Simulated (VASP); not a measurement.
MgO: vibrations by perturbation theory with PBEsol

Crystal: MgO.

```
CELL_PARAMETERS angstrom
0.00000 2.12104 2.12104
2.12104 0.00000 2.12104
2.12104 2.12104 0.00000
ATOMIC_POSITIONS crystal
Mg 0.00000 0.00000 0.00000
O 0.50000 0.50000 0.50000
```

```yaml
Program: VASP 6.6.1
Task: vibrations by perturbation theory
Functional: PBEsol
Potentials_or_basis: VASP PAW PBE potentials, release 64 (Mg, O)
Cutoff: 520 eV
k_mesh: 10 × 10 × 10
Occupations: gaussian, width 0.01 eV
Spin: no spin polarisation
Dipole_correction: no
Further_INCAR_settings: ALGO = Normal; EDIFF = 1e-08; IBRION = 8; NSW = 1
```

The electronic dielectric tensor (diagonal) is 3.20, the born charges (mean of the diagonal) is Mg +1.97; O -1.97 e and the highest phonon frequency at Γ, LO-TO splitting left out is 371 cm⁻¹.

Phonon frequencies in cm⁻¹ (negative: imaginary):
```csv
q point,frequencies
"(0.000, 0.000, 0.000)",0 0 0 371 371 371
```

Electronic dielectric tensor:
```
3.20 0.00 0.00
0.00 3.20 0.00
0.00 0.00 3.20
```

Born effective charge tensors (e):
atom 1, Mg
```
1.97 0.00 0.00
0.00 1.97 0.00
0.00 0.00 1.97
```
atom 2, O
```
-1.97  0.00  0.00
 0.00 -1.97  0.00
 0.00  0.00 -1.97
```

Wall time 43 s on 1 thread of Intel(R) Xeon(R) 6975P-C (Granite Rapids) (shared host), peak memory 0.18 GiB.

Caveat: the cell stands under pressure or tension, which shifts response properties.
